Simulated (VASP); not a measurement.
Input of a VASP 6.6.1 run:

The input INCAR:

```
SYSTEM = Zr5N
PREC = Accurate
ENCUT = 520
EDIFF = 1E-6
ISMEAR = 0
SIGMA = 0.1
LREAL = .False.
LASPH = .True.
NELM = 100
ALGO = Normal
ISIF = 2
LWAVE = .False.
LCHARG = .True.
GGA = PE
LELF = .True.
LVHAR = .True.
NBANDS = 42
```

File KPOINTS:

```
regular mesh
0
Gamma
  4 4 4
  0 0 0
```

File POSCAR:

```
Zr5N
1.0
    0.0000000000      4.0290212147      4.0290212147
    4.0290212147      0.0000000000      4.0290212147
    4.0290212147      4.0290212147      0.0000000000
Zr N
5 1
Direct
    0.6225501434      0.1323495697      0.6225501434
    0.2500000000      0.2500000000      0.2500000000
    0.1323495697      0.6225501434      0.6225501434
    0.6225501434      0.6225501434      0.6225501434
    0.6225501434      0.6225501434      0.1323495697
    0.0000000000      0.0000000000      0.0000000000
```

Potentials or basis: VASP PAW PBE potentials, release 64 (Zr_sv, N).

The run is started by

```bash
$ cat potpaw_PBE.64/Zr_sv/POTCAR potpaw_PBE.64/N/POTCAR > POTCAR
$ mpirun -np 1 vasp_std > vasp.out
```

Q: What does it give for the largest force?

A: 0.011 eV/Å.

Q: Estimate the pressure.

A: 0.1 GPa.

Forces on the atoms (eV/Å):
```
Zr  -0.007  0.007 -0.007
Zr   0.000  0.000  0.000
Zr   0.007 -0.007 -0.007
Zr   0.007  0.007  0.007
Zr  -0.007 -0.007  0.007
N    0.000  0.000  0.000
```
